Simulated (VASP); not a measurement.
Input of a VASP 6.6.1 run:

File INCAR:

```
SYSTEM = Cu
PREC = Accurate ; ENCUT = 520
EDIFF = 1E-6 ; ISMEAR = 0
SIGMA = 0.1 ; LREAL = Auto
LASPH = .True. ; NELM = 60
ALGO = Fast ; ISIF = 2
LWAVE = .False. ; LCHARG = .False.
GGA = PE ; NBANDS = 168
```

File KPOINTS:

```
Automatic mesh
0
Gamma
  4 4 4
  0 0 0
```

The input POSCAR:

```
Cu
1.0
   -5.4447042152      5.4447042152      0.0000000000
   -5.4447042152      0.0000000000      5.4447042152
    0.0000000000      5.4447042152      5.4447042152
Cu
27
Direct
    0.0000000000      0.0000000000      0.0000000000
    0.3333333333      0.0000000000      0.0000000000
    0.0000000000      0.3333333333      0.0000000000
    0.0000000000      0.0000000000      0.3333333333
    0.6666666667      0.0000000000      0.0000000000
    0.3333333333      0.3333333333      0.0000000000
    0.3333333333      0.0000000000      0.3333333333
    0.0000000000      0.6666666667      0.0000000000
    0.0000000000      0.3333333333      0.3333333333
    0.0000000000      0.0000000000      0.6666666667
    0.6666666667      0.3333333333      0.0000000000
    0.6666666667      0.0000000000      0.3333333333
    0.3333333333      0.6666666667      0.0000000000
    0.3333333333      0.3333333333      0.3333333333
    0.3333333333      0.0000000000      0.6666666667
    0.0000000000      0.6666666667      0.3333333333
    0.0000000000      0.3333333333      0.6666666667
    0.6666666667      0.6666666667      0.0000000000
    0.6666666667      0.3333333333      0.3333333333
    0.6666666667      0.0000000000      0.6666666667
    0.3333333333      0.6666666667      0.3333333333
    0.3333333333      0.3333333333      0.6666666667
    0.0000000000      0.6666666667      0.6666666667
    0.6666666667      0.6666666667      0.3333333333
    0.6666666667      0.3333333333      0.6666666667
    0.3333333333      0.6666666667      0.6666666667
    0.6666666667      0.6666666667      0.6666666667
```

Potentials or basis: VASP PAW PBE potentials, release 64 (Cu).

The run is started by

```bash
$ cat potpaw_PBE.64/Cu/POTCAR > POTCAR
$ mpirun -np 1 vasp_std > vasp.out
```

Q: Estimate the pressure.

A: 0.4 GPa.

Q: Predict the band gap on the k mesh.

A: Zero (an odd number of electrons rules out a gap without spin polarisation).
